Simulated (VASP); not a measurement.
The system is BeCr3.

```
Cr Be
1.0
     3.51121    0.00000    0.00000
     0.00000    3.51121    0.00000
     0.00000    0.00000    3.51121
Cr Be
3 1
Direct
  0.50000 0.50000 0.00000
  0.50000 0.00000 0.50000
  0.00000 0.50000 0.50000
  0.00000 0.00000 0.00000
```

Base run:

```yaml
Program: VASP 6.6.1
Functional: PBE
Potentials_or_basis: VASP PAW PBE potentials, release 64 (Cr_pv, Be)
Cutoff: 520 eV
k_mesh: 6 × 6 × 6
Occupations: fermi-dirac, width 0.05 eV
Spin: collinear spin, ferromagnetic start
Starting_moments: "[2.26667, 2.26667, 2.26667, 0.0] μB"
Fixed_moment: 6.8 μB
```

Its results: pressure 25.0 GPa; site moments Cr +2.16; Be -0.06 μB.

**Question.** The run is repeated on the same cell with these changes: fixed moment from 6.8 μB to 13.5 μB; moments at the start from [2.27, 2.27, 2.27, 0.0] to [4.5, 4.5, 4.5, 0.0]. What comes out?

**Answer.** Pressure 89.2 GPa; site moments Cr +4.04; Be +0.16 μB.

Caveats: the total moment is fixed, so each spin has its own Fermi level.
